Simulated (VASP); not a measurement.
Here is a VASP 6.6.1 calculation.

INCAR

```
SYSTEM = RbCl
PREC = Accurate ; ENCUT = 500
EDIFF = 1E-7 ; ISMEAR = 0
SIGMA = 0.02 ; LREAL = .FALSE.
LASPH = .TRUE. ; NELM = 120
ALGO = Normal ; ISIF = 3
LWAVE = .FALSE. ; LCHARG = .FALSE.
GGA = PE ; IBRION = 2
NSW = 100 ; EDIFFG = -0.005
GGA_COMPAT = .FALSE. ; NELMIN = 4
```

Contents of KPOINTS:

```
regular mesh
0
G
  6 6 6
  0 0 0
```

Contents of POSCAR:

```
RbCl
1.0
    0.0000000000      3.2740000000      3.2740000000
    3.2740000000      0.0000000000      3.2740000000
    3.2740000000      3.2740000000      0.0000000000
Rb Cl
1 1
Direct
    0.0000000000      0.0000000000      0.0000000000
    0.5000000000      0.5000000000      0.5000000000
```

Potentials or basis: VASP PAW PBE potentials, release 64 (Rb_sv, Cl).

Run with:

```sh
$ cat potpaw_PBE.64/Rb_sv/POTCAR potpaw_PBE.64/Cl/POTCAR > POTCAR
$ mpirun -np 1 vasp_std > vasp.out
```

Q: Estimate the space group after relaxing (to 0.05 Å).

A: Fm-3m (No. 225).

Q: Predict the relaxed cell.

A: a = 4.736 Å, b = 4.736 Å, c = 4.736 Å, α = 60.00°, β = 60.00°, γ = 60.00°.

Q: Predict the relaxed volume.

A: 37.55 Å³/atom.

Final structure:
```yaml
crystal:
  lattice:
    - [0.00000, 3.34852, 3.34852]
    - [3.34852, 0.00000, 3.34852]
    - [3.34852, 3.34852, 0.00000]
  atoms:
    - { symbol: Rb, position: [0.00000, 0.00000, 0.00000] }
    - { symbol: Cl, position: [0.50000, 0.50000, 0.50000] }
```

PBE usually gives volumes a little too large and moduli too small. Zero-point motion and thermal expansion aren't in these numbers.
